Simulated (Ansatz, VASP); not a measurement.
**Two plane-wave programs on GaN**

```xyz
2
Lattice="0.0000 2.2489 2.1140 2.2489 0.0000 2.1140 2.2489 2.2489 0.0000" Properties=species:S:1:pos:R:3 pbc="T T T"
Ga    0.0000    0.0000    0.0000
N     3.3734    3.3734    3.1710
```

Change from the starting cell: strain -0.0600 x Voigt [0, 0, 1, 0, 0, 0], atoms carried along.

Alike in both runs: task single point; functional r2SCAN; k mesh 10 × 10 × 10; occupations gaussian, width 0.05 eV; no spin polarisation.

```csv
,VASP,Ansatz
version,VASP 6.6.1,Ansatz 0.2.0
potentials or method,"VASP PAW PBE potentials, release 64 (Ga_d, N_h), cutoff 910 eV","scalar-relativistic, plane waves, PAW"
valence electrons in the cell,18,18
```

Ansatz gave:

* gap on the k mesh at the Fermi level (eV): 2.40
* least direct gap on the mesh (eV): 2.40

Which values does VASP return?

gap on the k mesh at the Fermi level (eV): 2.39; least direct gap on the mesh (eV): 2.39.

VASP's potentials were made for PBE, not for r2SCAN.

Noted on VASP's run: the cutoff is short for stress, so the pressure is rough.
